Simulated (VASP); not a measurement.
# HfBr (P4/mmm) in VASP: notebook

HfBr is run at these levels: PBE; tasks: single point, relaxation of cell and atoms.

Everything below comes from runs of VASP 6.6.1. Logs are shortened: lines on timing, memory, paths and dates and some standing lists are left out, and cuts for length are marked.

**1. The cell of the first run**

Symmetry: P4/mmm, No. 123, tetragonal system. Conventional cell: a = 3.199 Å, b = 3.199 Å, c = 4.058 Å, α = 90.00°, β = 90.00°, γ = 90.00°. Within 4.1 Å of Hf (site symmetry 4/mmm) lie 8 Br at 3.04 Å and 6 Hf at 3.20 to 4.06 Å. Within 4.1 Å of Br (site symmetry 4/mmm) lie 8 Hf at 3.04 Å and 6 Br at 3.20 to 4.06 Å.

The cell was generated, and may not be a known phase.

**2. Single point, PBE**

The input, INCAR:

```
PREC = Accurate ; ENCUT = 520
EDIFF = 1E-7 ; ISMEAR = 0
SIGMA = 0.1 ; LREAL = False
LASPH = True ; NELM = 100
ALGO = Fast ; ISIF = 2
LWAVE = False ; LCHARG = True
GGA = PE ; LELF = True
LVHAR = True ; NBANDS = 16
```

The input, KPOINTS:

```
regular mesh
0
Gamma
  6 6 4
```

The input, POSCAR:

```
HfBr
1.0
    3.1993443515      0.0000000000      0.0000000000
    0.0000000000      3.1993443515      0.0000000000
    0.0000000000      0.0000000000      4.0578196640
Hf Br
1 1
Direct
    0.0000000000      0.0000000000      0.0000000000
    0.5000000000      0.5000000000      0.5000000000
```

Potentials or basis: VASP PAW PBE potentials, release 64 (Hf_pv, Br).

Run with:

```console
cat potpaw_PBE.64/Hf_pv/POTCAR potpaw_PBE.64/Br/POTCAR > POTCAR
mpirun -np 1 vasp_std > vasp.out
```

OUTCAR:

```text
PREC = Accurate
   ENCUT = 520
   EDIFF = 1E-7
   ISMEAR = 0
   LREAL = False
   LASPH = True
   NELM = 100
   ISIF = 2
   GGA = PE

 ion  position               nearest neighbor table
   1  0.000  0.000  0.000-   2 3.04   2 3.04   2 3.04   2 3.04   2 3.04   2 3.04   2 3.04   2 3.04

   2  0.500  0.500  0.500-   1 3.04   1 3.04   1 3.04   1 3.04   1 3.04   1 3.04   1 3.04   1 3.04

  LATTYP: Found a simple tetragonal cell.
 ALAT       =     3.1993443515
 C/A-ratio  =     1.2683285130

  Lattice vectors:

 A1 = (   3.1993443515,   0.0000000000,   0.0000000000)
 A2 = (   0.0000000000,   3.1993443515,   0.0000000000)
 A3 = (   0.0000000000,   0.0000000000,   4.0578196640)

Analysis of symmetry for initial positions (statically):
=====================================================================
 Subroutine PRICEL returns:
 Original cell was already a primitive cell.

 Routine SETGRP: Setting up the symmetry group for a
 simple tetragonal supercell.

 Subroutine GETGRP returns: Found 16 space group operations
 (whereof 16 operations were pure point group operations)
 out of a pool of 16 trial point group operations.

The static configuration has the point symmetry D_4h.

Analysis of symmetry for dynamics (positions and initial velocities):
=====================================================================
 Subroutine PRICEL returns:
 Original cell was already a primitive cell.

 Routine SETGRP: Setting up the symmetry group for a
 simple tetragonal supercell.

 Subroutine GETGRP returns: Found 16 space group operations
 (whereof 16 operations were pure point group operations)
 out of a pool of 16 trial point group operations.

The dynamic configuration has the point symmetry D_4h.

 Subroutine INISYM returns: Found 16 space group operations
 (whereof 16 operations are pure point group operations),
 and found     1 'primitive' translations

----------------------------------------------------------------------------------------

                                     Primitive cell

  volume of cell :      41.5350

  direct lattice vectors                    reciprocal lattice vectors
     3.199344352  0.000000000  0.000000000     0.312564041  0.000000000  0.000000000
     0.000000000  3.199344352  0.000000000     0.000000000  0.312564041  0.000000000
     0.000000000  0.000000000  4.057819664     0.000000000  0.000000000  0.246437763

  length of vectors
     3.199344352  3.199344352  4.057819664     0.312564041  0.312564041  0.246437763

  position of ions in fractional coordinates (direct lattice)
     0.000000000  0.000000000  0.000000000
     0.500000000  0.500000000  0.500000000

  ion indices of the primitive-cell ions
   primitive index   ion index
                 1           1
                 2           2

----------------------------------------------------------------------------------------

 KPOINTS: regular mesh

Automatic generation of k-mesh.
 Grid dimensions read from file:
 generate k-points for:    6    6    4

 Generating k-lattice:

  Cartesian coordinates                     Fractional coordinates (reciprocal lattice)
     0.052094007  0.000000000  0.000000000     0.166666667  0.000000000  0.000000000
     0.000000000  0.052094007  0.000000000     0.000000000  0.166666667  0.000000000
     0.000000000  0.000000000  0.061609441     0.000000000  0.000000000  0.250000000

  Length of vectors
     0.052094007  0.052094007  0.061609441

  Shift w.r.t. Gamma in fractional coordinates (k-lattice)
     0.000000000  0.000000000  0.000000000

 Subroutine IBZKPT returns following result:
 ===========================================

 Found     30 irreducible k-points:

 Following reciprocal coordinates:
            Coordinates               Weight
  0.000000  0.000000  0.000000      1.000000
  0.166667  0.000000  0.000000      4.000000
  0.333333  0.000000  0.000000      4.000000
  0.500000  0.000000  0.000000      2.000000
  0.166667  0.166667  0.000000      4.000000
  0.333333  0.166667  0.000000      8.000000
[... 16 lines left out ...]
  0.333333  0.000000  0.500000      4.000000
  0.500000  0.000000  0.500000      2.000000
 [... further k-points ...]
   k-points           NKPTS =     30   k-points in BZ     NKDIM =     30   number of bands    NBANDS=     16
   number of dos      NEDOS =    301   number of ions     NIONS =      2
   total plane-waves  NPLWV =  17280
   dimension x,y,z NGX =    24 NGY =   24 NGZ =   30
   dimension x,y,z NGXF=    48 NGYF=   48 NGZF=   60
   ions per type =               1   1
   NGX,Y,Z   is equivalent  to a cutoff of  12.47, 12.47, 12.29 a.u.
   NGXF,Y,Z  is equivalent  to a cutoff of  24.94, 24.94, 24.58 a.u.
 SYSTEM =  unknown system
   PREC   = accura    normal or accurate (medium, high low for compatibility)
   ISTART =      0    job   : 0-new  1-cont  2-samecut
   ICHARG =      2    charge: 1-file 2-atom 10-const
   ISPIN  =      1    spin polarized calculation?
   LNONCOLLINEAR =      F non collinear calculations
   LSORBIT =      F    spin-orbit coupling
   LASPH  =      T    aspherical Exc in radial PAW
   ENCUT  =  520.0 eV  38.22 Ry    6.18 a.u.   5.95  5.95  7.54*2*pi/ulx,y,z
   NELM   =    100;   NELMIN=  2; NELMDL= -5     # of ELM steps
   EDIFF  = 0.1E-06   stopping-criterion for ELM
   LREAL  =      F    real-space projection
   EDIFFG = 0.1E-05   stopping-criterion for IOM
   NSW    =      0    number of steps for IOM
   IBRION =     -1    ionic relax: 0-MD 1-quasi-New 2-CG
   NFREE  =      0    steps in history (QN), initial steepest desc. (CG)
   ISIF   =      2    stress and relaxation
   ISYM   =      2    0-nonsym 1-usesym 2-fastsym
   POTIM  = 0.5000    time-step for ionic-motion
   TEBEG  =    0.0;   TEEND  =   0.0 temperature during run
   PSTRESS=    0.0 pullay stress
   NELECT =      17.0000    total number of electrons
   NUPDOWN=      -1.0000    fix difference up-down
   EMIN   =  10.00;   EMAX   =-10.00  energy-range for DOS
   EFERMI =   0.00;   METHOD = LEGACY
   ISMEAR =     0;   SIGMA  =   0.10  broadening in eV -4-tet -1-fermi 0-gaus
   EFERMI_NEDOS =   21; number of points for ismear=-14 and -15
   IALGO  =     68    algorithm
   IMIX   =      4    mixing-type and parameters
     AMIX     =   0.40;   BMIX     =  1.00
     AMIX_MAG =   1.60;   BMIX_MAG =  1.00
  volume/ion in A,a.u.               =      20.77       140.15
  Fermi-wavevector in a.u.,A,eV,Ry     =   1.215494  2.296951 20.101604  1.477426
  Thomas-Fermi vector in A             =   2.350879
   LORBIT       =      0    0 simple, 1 ext, 2 COOP (PROOUT), +10 PAW based schemes
   GGA     = PE    functional components
   LHFCALC =     F    Hartree Fock is set to
   AEXX    =    0.0000 exact exchange contribution
   IVDW    =     0    specifies the selected vdW correction
   LEPSILON=     F    determine dielectric tensor
   LRPA    =     F    only Hartree local field effects (RPA)
 non-spin polarized calculation
 RMM-DIIS sequential band-by-band and
 Gauss-broadening in eV      SIGMA  =   0.10
  energy-cutoff  :      520.00
  volume of cell :       41.54
 maximum number of plane-waves:      1136
 NGX is ok and might be reduce to    24
   NGX = 11   NGY = 11   NGZ = 15

 number of electron      16.9999996 magnetization

 Free energy of the ion-electron system (eV)
  ---------------------------------------------------
  ext. energy  EPLUGINS =         0.00000000
  ---------------------------------------------------
  free energy    TOTEN  =       -11.17431454 eV

  energy without entropy =      -11.16183162  energy(sigma->0) =      -11.16807308

 E-fermi :   7.2289     XC(G=0): -11.0643

 val. band max:        7.2055778207   @ k =   0.5000   0.5000   0.2500
 cond. band min:       7.2805617858   @ k =   0.5000   0.1667   0.0000
 fundamental gap:      0.0749839651
 Fermi energy:         7.2288978806

 k-point     1 :       0.0000    0.0000    0.0000
  band No.  band energies     occupation
      1     -24.8532      2.00000
      2     -24.3104      2.00000
      3     -24.3104      2.00000
      4     -11.7553      2.00000
      5       0.7412      2.00000
      6       3.0714      2.00000
[... 8 lines left out ...]
     15      16.0255      0.00000
     16      17.9537      0.00000

 k-point     2 :       0.1667    0.0000    0.0000
  band No.  band energies     occupation
      1     -24.8420      2.00000
      2     -24.4128      2.00000
      3     -24.3017      2.00000
      4     -11.5331      2.00000
      5       0.6973      2.00000
      6       1.0377      2.00000
[... 8 lines left out ...]
     15      15.7411      0.00000
     16      16.0692      0.00000

 k-point     3 :       0.3333    0.0000    0.0000
  band No.  band energies     occupation
      1     -24.8194      2.00000
      2     -24.6119      2.00000
      3     -24.2842      2.00000
      4     -11.0296      2.00000
      5      -1.2457      2.00000
      6       0.5872      2.00000
[... 8 lines left out ...]
     15      12.9027      0.00000
     16      15.5710      0.00000

 k-point     4 :       0.5000    0.0000    0.0000
  band No.  band energies     occupation
      1     -24.8081      2.00000
      2     -24.7087      2.00000
      3     -24.2754      2.00000
      4     -10.7361      2.00000
      5      -2.1732      2.00000
      6       0.5217      2.00000
[... 8 lines left out ...]
     15      12.2705      0.00000
     16      13.6119      0.00000

 k-point     5 :       0.1667    0.1667    0.0000
  band No.  band energies     occupation
      1     -24.8311      2.00000
      2     -24.4079      2.00000
      3     -24.3972      2.00000
      4     -11.3278      2.00000
      5       0.7403      2.00000
      6       0.9536      2.00000
[... 8 lines left out ...]
     15      15.6374      0.00000
     16      15.6439      0.00000

 k-point     6 :       0.3333    0.1667    0.0000
  band No.  band energies     occupation
      1     -24.8092      2.00000
      2     -24.5989      2.00000
      3     -24.3818      2.00000
      4     -10.8660      2.00000
      5      -0.9398      2.00000
      6       0.8001      2.00000
[... 8 lines left out ...]
     15      14.4554      0.00000
     16      14.8907      0.00000

 k-point     7 :       0.5000    0.1667    0.0000
  band No.  band energies     occupation
      1     -24.7983      2.00000
      2     -24.6943      2.00000
      3     -24.3716      2.00000
      4     -10.5997      2.00000
      5      -1.8144      2.00000
      6       0.8143      2.00000
[... 8 lines left out ...]
     15      13.4103      0.00000
     16      14.2760      0.00000

 k-point     8 :       0.3333    0.3333    0.0000
  band No.  band energies     occupation
      1     -24.7887      2.00000
      2     -24.5776      2.00000
      3     -24.5674      2.00000
      4     -10.5037      2.00000
      5      -0.4344      2.00000
      6       0.1991      2.00000
[... 8 lines left out ...]
     15      15.3871      0.00000
     16      17.3258      0.00000

 k-point     9 :       0.5000    0.3333    0.0000
  band No.  band energies     occupation
      1     -24.7784      2.00000
      2     -24.6654      2.00000
      3     -24.5593      2.00000
      4     -10.2998      2.00000
      5      -0.9400      2.00000
      6       0.3774      2.00000
[... 8 lines left out ...]
     15      16.3840      0.00000
     16      16.6502      0.00000
[... 172 lines left out ...]
 k-point    19 :       0.5000    0.3333    0.2500
  band No.  band energies     occupation
      1     -24.7943      2.00000
      2     -24.6617      2.00000
      3     -24.5567      2.00000
      4     -10.2480      2.00000
      5      -0.9404      2.00000
      6       0.0280      2.00000
[... 8 lines left out ...]
     15      13.2935      0.00000
     16      18.2458      0.00000

 k-point    20 :       0.5000    0.5000    0.2500
  band No.  band energies     occupation
      1     -24.7836      2.00000
      2     -24.6478      2.00000
      3     -24.6478      2.00000
      4     -10.0473      2.00000
      5      -0.6559      2.00000
      6      -0.6559      2.00000
[... 8 lines left out ...]
     15      12.6868      0.00000
     16      15.5228      0.00000

 k-point    21 :       0.0000    0.0000    0.5000
  band No.  band energies     occupation
      1     -24.9036      2.00000
      2     -24.3073      2.00000
      3     -24.3073      2.00000
      4     -11.3616      2.00000
      5      -2.0925      2.00000
      6       2.6469      2.00000
[... 8 lines left out ...]
     15      11.5877      0.00000
     16      15.3203      0.00000

 k-point    22 :       0.1667    0.0000    0.5000
  band No.  band energies     occupation
      1     -24.8890      2.00000
      2     -24.4073      2.00000
      3     -24.2988      2.00000
      4     -11.2319      2.00000
      5      -1.6546      2.00000
      6       1.4189      2.00000
[... 8 lines left out ...]
     15      13.1999      0.00000
     16      15.9421      0.00000

 k-point    23 :       0.3333    0.0000    0.5000
  band No.  band energies     occupation
      1     -24.8595      2.00000
      2     -24.6021      2.00000
      3     -24.2818      2.00000
      4     -10.9469      2.00000
      5      -0.5725      2.00000
      6      -0.3567      2.00000
[... 8 lines left out ...]
     15      15.6227      0.00000
     16      16.0477      0.00000

 k-point    24 :       0.5000    0.0000    0.5000
  band No.  band energies     occupation
      1     -24.8447      2.00000
      2     -24.6970      2.00000
      3     -24.2732      2.00000
      4     -10.7883      2.00000
      5      -1.0897      2.00000
      6       0.2164      2.00000
[... 8 lines left out ...]
     15      14.9524      0.00000
     16      15.2517      0.00000

 [... further k-points ...]

------------------------ aborting loop because EDIFF is reached ----------------------------------------

  FORCE on cell =-STRESS in cart. coord.  units (eV):
  Direction    XX          YY          ZZ          XY          YZ          ZX
  --------------------------------------------------------------------------------------
  -------------------------------------------------------------------------------------
  Total       -0.1024957     -0.1024957     -0.0783370      0.0000000     -0.0000000      0.0000000
  in kB       -3.9536800     -3.9536800     -3.0217785      0.0000000     -0.0000000      0.0000000
  external PRESSURE =      -3.6430461 kB  Pullay stress =       0.0000000 kB

 VOLUME and BASIS-vectors are now :
 -----------------------------------------------------------------------------
  energy-cutoff  :      520.00
  volume of cell :       41.54
      direct lattice vectors                 reciprocal lattice vectors
     3.199344352  0.000000000  0.000000000     0.312564041  0.000000000  0.000000000
     0.000000000  3.199344352  0.000000000     0.000000000  0.312564041  0.000000000
     0.000000000  0.000000000  4.057819664     0.000000000  0.000000000  0.246437763

 POSITION                                       TOTAL-FORCE (eV/Angst)
 -----------------------------------------------------------------------------------
      0.00000      0.00000      0.00000         0.000000      0.000000      0.000000
      1.59967      1.59967      2.02891         0.000000      0.000000      0.000000
 -----------------------------------------------------------------------------------
    total drift:                                0.000000      0.000000     -0.000000

  FREE ENERGIE OF THE ION-ELECTRON SYSTEM (eV)
  ---------------------------------------------------
  free  energy   TOTEN  =       -11.1743145363 eV

  energy  without entropy=      -11.1618316208  energy(sigma->0) =      -11.16807308
```

Run time: 23 s. Hardware: 1 thread of Oxide Virtual Turin-like, shared host; peak memory 0.12 GiB.

Results:

| Quantity | Value |
| --- | --- |
| Free energy | -11.1743 eV |
| Pressure | -0.4 GPa |
| Band gap on the k mesh | zero (an odd number of electrons rules out a gap without spin polarisation) |

Caveat: the k points lie up to 0.39 Å⁻¹ apart, too coarse for converged energies and pressures of a metal; spin-orbit coupling is left out, which moves the levels of the heavy elements; an odd number of electrons without spin polarisation forces a metal; a magnetic or distorted state may lie lower.

**3. Single point, PBE**

This run uses another cell than the first one, of 27.77 Å³/atom.

The input, INCAR:

```
PREC     = Accurate       # precision mode
ENCUT    = 520            # plane-wave cutoff, eV
EDIFF    = 1E-6           # SCF threshold, eV
ISMEAR   = 0              # smearing method
SIGMA    = 0.1            # smearing width, eV
LREAL    = False          # projectors in reciprocal space
LASPH    = True           # aspherical terms in the spheres
NELM     = 100            # most SCF steps
ALGO     = Fast           # electronic algorithm
ISIF     = 2              # what is computed and relaxed
LWAVE    = False          # write WAVECAR
LCHARG   = False          # write CHGCAR
GGA      = PE             # functional
NBANDS   = 16             # bands
```

The input, KPOINTS:

```
Automatic mesh
0
Gamma
  6 6 4
```

The input, POSCAR:

```
HfBr
1.0
    3.6665092100      0.0000000000      0.0000000000
    0.0000000000      3.6665092100      0.0000000000
    0.0000000000      0.0000000000      4.1309338500
Hf Br
1 1
Direct
    0.0000000000      0.0000000000      0.0000000000
    0.5000000000      0.5000000000      0.5000000000
```

Potentials or basis: VASP PAW PBE potentials, release 64 (Hf_pv, Br).

Run with:

```console
cat potpaw_PBE.64/Hf_pv/POTCAR potpaw_PBE.64/Br/POTCAR > POTCAR
mpirun -np 1 vasp_std > vasp.out
```

It took 34 s on 1 thread of Oxide Virtual Turin-like, shared host; peak memory 0.14 GiB.

The run converged. Its results:

```
Free energy            : -10.5164 eV
Pressure               : -10.8 GPa
Band gap on the k mesh : zero (an odd number of electrons rules out a gap without spin polarisation)
```

Stress tensor (GPa, compression positive):
```
-11.30   0.00   0.00
  0.00 -11.30   0.00
  0.00   0.00  -9.89
```

Levels at points of the mesh, in eV from the Fermi level:
```
           k point  band 4  band 5  band 6  band 7  band 8  band 9  band 10  band 11  band 12  band 13
(0.00, 0.00, 0.00)  -17.15   -4.82   -3.97   -3.97   -3.14   -1.36    -1.34     1.43     1.43     2.07
(0.50, 0.00, 0.00)  -16.77   -7.23   -4.89   -3.93   -0.88    1.12     1.33     1.75     1.86     1.87
(0.50, 0.50, 0.00)  -16.54   -5.94   -5.94   -4.09   -1.93   -0.66    -0.05    -0.05     3.10     3.42
(0.00, 0.00, 0.50)  -16.94   -7.29   -4.15   -4.15   -0.97    0.52     1.44     2.20     2.20     2.20
(0.50, 0.00, 0.50)  -16.71   -6.23   -5.80   -3.53   -2.44   -0.07     0.70     0.88     1.65     3.15
(0.50, 0.50, 0.50)  -16.41   -6.16   -6.16   -5.86    1.55    1.67     1.67     1.88     1.98     2.18
```

Caveat: the k points lie up to 0.38 Å⁻¹ apart, too coarse for converged energies and pressures of a metal; spin-orbit coupling is left out, which moves the levels of the heavy elements; an odd number of electrons without spin polarisation forces a metal; a magnetic or distorted state may lie lower.

(Part 1 of 2 ends here.)

The gap in the log of VASP goes by the Fermi energy; the results here count the filled bands.